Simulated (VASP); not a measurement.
Runs of VASP 6.6.1 on Tl. The structure is that of space group Fd-3m (No. 227), or close to it. The cells are those of the table. This isn't the form of Tl at room conditions, which is hcp.

```tsv
task	cell	k mesh	cutoff (eV)	gap on the mesh (eV)	pressure (GPa)
single point	a = 4.595 Å, angles 60.0°, 2 atoms	6 × 6 × 6	520	none	(a)
single point	a = 4.864 Å, angles 60.0°, 2 atoms	4 × 4 × 4	520	none	0.2
single point	a = 4.909 Å, angles 60.0°, 2 atoms	14 × 14 × 14	520	none	0.0
relaxation of cell and atoms	relaxed from a = 4.595 Å, angles 60.0°, 2 atoms	4 × 4 × 4	600	none	0.0
```

Alike in all rows: level r2SCAN; potentials or basis VASP PAW PBE potentials, release 64 (Tl_d); no spin polarisation; smearing gaussian 0.1 eV.

Question: Estimate the missing entries.

Answer: (a) 6.2.

Caveats: some runs use coarse meshes; the PAW data sets were made with another functional, which shifts forces and pressure a little; spin-orbit coupling is left out, which moves the levels of the heavy elements; the cell stands under pressure (at least some runs).

A k mesh can miss the band edges, and the runs leave out spin-orbit coupling on Tl.

A gap of «none» marks levels without a gap at the run's occupations.
